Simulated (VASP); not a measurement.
# Al (Fm-3m) in VASP: further runs, part 2 of 2

VASP 6.6.1. The steps go on from the part before.

## 3. Single point, PBE

Input file INCAR:

```
PREC     = Accurate       # precision mode
ENCUT    = 520            # plane-wave cutoff, eV
EDIFF    = 1E-6           # SCF threshold, eV
ISMEAR   = -1             # smearing method
SIGMA    = 0.01           # smearing width, eV
LREAL    = False          # projectors in reciprocal space
LASPH    = True           # aspherical terms in the spheres
NELM     = 60             # most SCF steps
ALGO     = Normal         # electronic algorithm
ISIF     = 2              # what is computed and relaxed
LWAVE    = False          # write WAVECAR
LCHARG   = False          # write CHGCAR
GGA      = PE             # functional
NBANDS   = 8              # bands
```

Input file KPOINTS:

```
Automatic mesh
0
Gamma
  13 13 13
```

Input file POSCAR:

```
Al
1.0
    0.0000000000      2.0199630948      2.0199630948
    2.0199630948      0.0000000000      2.0199630948
    2.0199630948      2.0199630948      0.0000000000
Al
1
Direct
    0.0000000000      0.0000000000      0.0000000000
```

Potentials or basis: VASP PAW PBE potentials, release 64 (Al).

Command:

```bash
cat potpaw_PBE.64/Al/POTCAR > POTCAR
mpirun -np 1 vasp_std > vasp.out
```

OUTCAR:

```text
PREC = Accurate
   ENCUT = 520
   EDIFF = 1E-6
   ISMEAR = -1
   LREAL = False
   LASPH = True
   NELM = 60
   ISIF = 2
   GGA = PE

 ion  position               nearest neighbor table
   1  0.000  0.000  0.000-

  LATTYP: Found a face centered cubic cell.
 ALAT       =     4.0399261896

  Lattice vectors:

 A1 = (   0.0000000000,   2.0199630948,   2.0199630948)
 A2 = (   2.0199630948,   0.0000000000,   2.0199630948)
 A3 = (   2.0199630948,   2.0199630948,   0.0000000000)

Analysis of symmetry for initial positions (statically):
=====================================================================
 Subroutine PRICEL returns:
 Original cell was already a primitive cell.

 Routine SETGRP: Setting up the symmetry group for a
 face centered cubic supercell.

 Subroutine GETGRP returns: Found 48 space group operations
 (whereof 48 operations were pure point group operations)
 out of a pool of 48 trial point group operations.

The static configuration has the point symmetry O_h .

Analysis of symmetry for dynamics (positions and initial velocities):
=====================================================================
 Subroutine PRICEL returns:
 Original cell was already a primitive cell.

 Routine SETGRP: Setting up the symmetry group for a
 face centered cubic supercell.

 Subroutine GETGRP returns: Found 48 space group operations
 (whereof 48 operations were pure point group operations)
 out of a pool of 48 trial point group operations.

The dynamic configuration has the point symmetry O_h .

 Subroutine INISYM returns: Found 48 space group operations
 (whereof 48 operations are pure point group operations),
 and found     1 'primitive' translations

----------------------------------------------------------------------------------------

                                     Primitive cell

  volume of cell :      16.4839
[... 101 lines left out ...]
   EFERMI =   0.00;   METHOD = LEGACY
   ISMEAR =    -1;   SIGMA  =   0.01  broadening in eV -4-tet -1-fermi 0-gaus
   EFERMI_NEDOS =   21; number of points for ismear=-14 and -15
   IALGO  =     38    algorithm
   IMIX   =      4    mixing-type and parameters
     AMIX     =   0.40;   BMIX     =  1.00
     AMIX_MAG =   1.60;   BMIX_MAG =  1.00
  volume/ion in A,a.u.               =      16.48       111.24
  Fermi-wavevector in a.u.,A,eV,Ry     =   0.927745  1.753183 11.710674  0.860710
  Thomas-Fermi vector in A             =   2.053847
   LORBIT       =      0    0 simple, 1 ext, 2 COOP (PROOUT), +10 PAW based schemes
   GGA     = PE    functional components
   LHFCALC =     F    Hartree Fock is set to
   AEXX    =    0.0000 exact exchange contribution
   IVDW    =     0    specifies the selected vdW correction
   LEPSILON=     F    determine dielectric tensor
   LRPA    =     F    only Hartree local field effects (RPA)
 non-spin polarized calculation
  energy-cutoff  :      520.00
  volume of cell :       16.48
 maximum number of plane-waves:       459
 NGX is ok and might be reduce to    24
   NGX = 11   NGY = 11   NGZ = 11

 number of electron       3.0000000 magnetization

 Free energy of the ion-electron system (eV)
  ---------------------------------------------------
  ext. energy  EPLUGINS =         0.00000000
  ---------------------------------------------------
  free energy    TOTEN  =        -3.74206395 eV

  energy without entropy =       -3.74177389  energy(sigma->0) =       -3.74191892

 E-fermi :   7.9300     XC(G=0): -10.1999

 val. band max:        7.9257987061   @ k =  -0.3077   0.2308   0.0000
 cond. band min:       7.9401791708   @ k =  -0.2308   0.3846   0.1538
 fundamental gap:      0.0143804647
 Fermi energy:         7.9299892624

 k-point     1 :       0.0000    0.0000    0.0000
  band No.  band energies     occupation
      1      -3.1307      2.00000
      2      20.6351      0.00000
      3      20.6351      0.00000
      4      20.6351      0.00000
      5      22.1345      0.00000
      6      22.1345      0.00000
      7      22.1345      0.00000
      8      24.4835      0.00000
[... 243 lines left out ...]
 k-point    24 :       0.4615    0.1538    0.0000
  band No.  band energies     occupation
      1       1.9296      2.00000
      2       6.5813      2.00000
      3      15.0953      0.00000
      4      16.2275      0.00000
      5      17.9892      0.00000
      6      24.0179      0.00000
      7      26.0345      0.00000
      8      27.8933      0.00000

 [... further k-points ...]
[... 5 lines left out ...]
  --------------------------------------------------------------------------------------
  -------------------------------------------------------------------------------------
  Total        0.0040766      0.0040766      0.0040766      0.0000000     -0.0000000     -0.0000000
  in kB        0.3962264      0.3962264      0.3962264      0.0000000     -0.0000000     -0.0000000
  external PRESSURE =       0.3962264 kB  Pullay stress =       0.0000000 kB

 VOLUME and BASIS-vectors are now :
 -----------------------------------------------------------------------------
  energy-cutoff  :      520.00
  volume of cell :       16.48
      direct lattice vectors                 reciprocal lattice vectors
     0.000000000  2.019963095  2.019963095    -0.247529275  0.247529275  0.247529275
     2.019963095  0.000000000  2.019963095     0.247529275 -0.247529275  0.247529275
     2.019963095  2.019963095  0.000000000     0.247529275  0.247529275 -0.247529275

 POSITION                                       TOTAL-FORCE (eV/Angst)
 -----------------------------------------------------------------------------------
      0.00000      0.00000      0.00000         0.000000      0.000000      0.000000
 -----------------------------------------------------------------------------------
    total drift:                                0.000000     -0.000000     -0.000000

  FREE ENERGIE OF THE ION-ELECTRON SYSTEM (eV)
  ---------------------------------------------------
  free  energy   TOTEN  =        -3.7420639529 eV

  energy  without entropy=       -3.7417738944  energy(sigma->0) =       -3.74191892
```

stdout:

```text
POSCAR found type information on POSCAR Al
 POSCAR found :  1 types and       1 ions
 scaLAPACK will be used
 LDA part: xc-table for (Slater+PW92), standard interpolation
 POSCAR, INCAR and KPOINTS ok, starting setup
 FFT: planning ... GRIDC
 FFT: planning ... GRID_SOFT
 FFT: planning ... GRID
 WAVECAR not read
 entering main loop
```

Run time: 6.4 s. Hardware: 1 thread of Intel Xeon Platinum 8488C (Sapphire Rapids), shared host; peak memory 0.13 GiB.

Results:

```
Free energy : -3.7421 eV
Pressure    : 0.0 GPa
```

## 4. Single point, PBE

Input file INCAR:

```
ALGO = Normal ; EDIFF = 1E-6
ENCUT = 520 ; GGA = PE
ISIF = 2 ; ISMEAR = -1
LASPH = True ; LCHARG = True
LELF = True ; LREAL = False
LVHAR = True ; LWAVE = False
NBANDS = 8 ; NELM = 60
PREC = Accurate ; SIGMA = 0.03
```

Input file KPOINTS:

```
k-points
0
Gamma
  13 13 13
```

POSCAR is that of step 3.

Command:

```bash
cat potpaw_PBE.64/Al/POTCAR > POTCAR
mpirun -np 1 vasp_std > vasp.out
```

Wall time 5.2 s (1 thread of Intel Xeon Platinum 8488C (Sapphire Rapids), shared host); peak memory 0.13 GiB.

Results (log left out):

```
Free energy : -3.7428 eV
Pressure    : 0.0 GPa
```

Levels at points of the mesh, in eV from the Fermi level:
```tsv
k point	band 1	band 2	band 3	band 4	band 5	band 6
(0.00, 0.00, 0.00)	-11.06	12.70	12.70	12.70	14.20	14.20
```

## 5. Single point, PBE

Input file INCAR:

```
SYSTEM = Al
PREC = Accurate
ENCUT = 520
EDIFF = 1E-7
ISMEAR = -1
SIGMA = 0.2
LREAL = .FALSE.
LASPH = .TRUE.
NELM = 100
ALGO = Normal
ISIF = 2
LWAVE = .FALSE.
LCHARG = .TRUE.
GGA = PE
LELF = .TRUE.
LVHAR = .TRUE.
NBANDS = 8
```

Input file KPOINTS:

```
regular mesh
0
G
  13 13 13
  0 0 0
```

POSCAR is that of step 4.

Potentials or basis: VASP PAW PBE potentials, release 64 (Al).

Command:

```bash
cat potpaw_PBE.64/Al/POTCAR > POTCAR
mpirun -np 1 vasp_std > vasp.out
```

OUTCAR:

```text
SYSTEM = Al
   PREC = Accurate
   ENCUT = 520
   EDIFF = 1E-7
   ISMEAR = -1
   LREAL = .FALSE.
   LASPH = .TRUE.
   NELM = 100
   ISIF = 2
   GGA = PE

 ion  position               nearest neighbor table
   1  0.000  0.000  0.000-

  LATTYP: Found a face centered cubic cell.
 ALAT       =     4.0399261896

  Lattice vectors:

 A1 = (   0.0000000000,   2.0199630948,   2.0199630948)
 A2 = (   2.0199630948,   0.0000000000,   2.0199630948)
 A3 = (   2.0199630948,   2.0199630948,   0.0000000000)

Analysis of symmetry for initial positions (statically):
=====================================================================
 Subroutine PRICEL returns:
 Original cell was already a primitive cell.

 Routine SETGRP: Setting up the symmetry group for a
 face centered cubic supercell.

 Subroutine GETGRP returns: Found 48 space group operations
 (whereof 48 operations were pure point group operations)
 out of a pool of 48 trial point group operations.

The static configuration has the point symmetry O_h .

Analysis of symmetry for dynamics (positions and initial velocities):
=====================================================================
[... 153 lines left out ...]

  energy without entropy =       -3.71515273  energy(sigma->0) =       -3.74286324

 E-fermi :   7.9716     XC(G=0): -10.2001

 val. band max:        7.9399477799   @ k =  -0.2308   0.3846   0.1538
 cond. band min:       8.0160898379   @ k =   0.4615   0.2308   0.0000
 fundamental gap:      0.0761420580
 Fermi energy:         7.9716168419

 k-point     1 :       0.0000    0.0000    0.0000
  band No.  band energies     occupation
      1      -3.1309      2.00000
      2      20.6349      0.00000
      3      20.6349      0.00000
      4      20.6349      0.00000
      5      22.1342      0.00000
      6      22.1342      0.00000
      7      22.1342      0.00000
      8      24.4832      0.00000
[... 243 lines left out ...]
 k-point    24 :       0.4615    0.1538    0.0000
  band No.  band energies     occupation
      1       1.9294      2.00000
      2       6.5811      1.99809
      3      15.0951      0.00000
      4      16.2273      0.00000
      5      17.9890      0.00000
      6      24.0176      0.00000
      7      26.0342      0.00000
      8      27.8927      0.00000

 [... further k-points ...]
[... 5 lines left out ...]
  --------------------------------------------------------------------------------------
  -------------------------------------------------------------------------------------
  Total        0.0166918      0.0166918      0.0166918      0.0000000      0.0000000     -0.0000000
  in kB        1.6223824      1.6223824      1.6223824      0.0000000      0.0000000     -0.0000000
  external PRESSURE =       1.6223824 kB  Pullay stress =       0.0000000 kB

 VOLUME and BASIS-vectors are now :
 -----------------------------------------------------------------------------
  energy-cutoff  :      520.00
  volume of cell :       16.48
      direct lattice vectors                 reciprocal lattice vectors
     0.000000000  2.019963095  2.019963095    -0.247529275  0.247529275  0.247529275
     2.019963095  0.000000000  2.019963095     0.247529275 -0.247529275  0.247529275
     2.019963095  2.019963095  0.000000000     0.247529275  0.247529275 -0.247529275

 POSITION                                       TOTAL-FORCE (eV/Angst)
 -----------------------------------------------------------------------------------
      0.00000      0.00000      0.00000         0.000000      0.000000      0.000000
 -----------------------------------------------------------------------------------
    total drift:                                0.000000     -0.000000     -0.000000

  FREE ENERGIE OF THE ION-ELECTRON SYSTEM (eV)
  ---------------------------------------------------
  free  energy   TOTEN  =        -3.7705737526 eV

  energy  without entropy=       -3.7151527311  energy(sigma->0) =       -3.74286324
```

Wall time 7.4 s (1 thread of Intel Xeon Platinum 8488C (Sapphire Rapids), shared host); peak memory 0.13 GiB.

Results:

* Free energy: -3.7706 eV
* Pressure: 0.2 GPa

## 6. Single point, PBE

Input file INCAR:

```
PREC = Accurate
ENCUT = 520
EDIFF = 1E-7
ISMEAR = -1
SIGMA = 0.3
LREAL = F
LASPH = T
NELM = 60
ALGO = Normal
ISIF = 2
LWAVE = F
LCHARG = F
GGA = PE
NBANDS = 8
```

Input file KPOINTS:

```
regular mesh
0
Gamma
  13 13 13
```

POSCAR is that of step 5.

Potentials or basis: VASP PAW PBE potentials, release 64 (Al).

Command:

```bash
cat potpaw_PBE.64/Al/POTCAR > POTCAR
mpirun -np 1 vasp_std > vasp.out
```

Run time: 5.6 s. Hardware: 1 thread of Intel Xeon Platinum 8488C (Sapphire Rapids), shared host; peak memory 0.13 GiB.

The run converged. Its results:

```
Free energy : -3.8047 eV
Pressure    : 0.4 GPa
```

Levels at points of the mesh, in eV from the Fermi level:
```
           k point  band 1  band 2  band 3  band 4  band 5
(0.00, 0.00, 0.00)  -11.12   12.65   12.65   12.65   14.15
```

## 7. The runs side by side

```csv
smearing,gap on the mesh (eV),pressure (GPa)
fermi-dirac 0.1 eV,none,0.0
fermi-dirac 0.01 eV,none,0.0
fermi-dirac 0.03 eV,none,0.0
fermi-dirac 0.2 eV,none,0.2
fermi-dirac 0.3 eV,none,0.4
```

Alike in all rows: task single point; level PBE; potentials or basis VASP PAW PBE potentials, release 64 (Al); no spin polarisation; cell as given; k mesh 13 × 13 × 13; cutoff (eV) 520.

Every run on the cell as given and a fine mesh finds a metal.

Absolute energies hang on the potentials; compare differences alone.
